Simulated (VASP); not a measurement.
A run of VASP 6.6.1 is set up as follows.

INCAR

```
PREC = Accurate
ENCUT = 520
EDIFF = 1E-6
ISMEAR = 0
SIGMA = 0.1
LREAL = False
LASPH = True
NELM = 60
ALGO = Normal
ISIF = 2
LWAVE = False
LCHARG = False
GGA = PE
NBANDS = 34
```

File KPOINTS:

```
Automatic mesh
0
Gamma
  6 6 4
```

POSCAR

```
Ga3Cl2
1.0
    4.3919854982      0.0000000000      0.0000000000
   -2.1959927491      3.8035710145      0.0000000000
    0.0000000000      0.0000000000      8.7455383149
Ga Cl
3 2
Direct
    0.0000000000      0.0000000000      0.0000000000
    0.3333333333      0.6666666667      0.4704759890
    0.6666666667      0.3333333333      0.5295240110
    0.3333333333      0.6666666667      0.1925649884
    0.6666666667      0.3333333333      0.8074350116
```

Potentials or basis: VASP PAW PBE potentials, release 64 (Ga_d, Cl).

The run is started by

```console
$ cat potpaw_PBE.64/Ga_d/POTCAR potpaw_PBE.64/Cl/POTCAR > POTCAR
$ mpirun -np 1 vasp_std > vasp.out
```

Q: Predict the largest force.

A: 0.014 eV/Å.

Q: What does it give for the pressure?

A: 0.0 GPa.

Forces in eV/Å, atoms in the order of the input:
```
Ga   0.000  0.000  0.000
Ga   0.000  0.000  0.014
Ga   0.000  0.000 -0.014
Cl   0.000  0.000 -0.014
Cl   0.000  0.000  0.014
```

Caveat: an odd number of electrons without spin polarisation forces a metal; a magnetic or distorted state may lie lower.
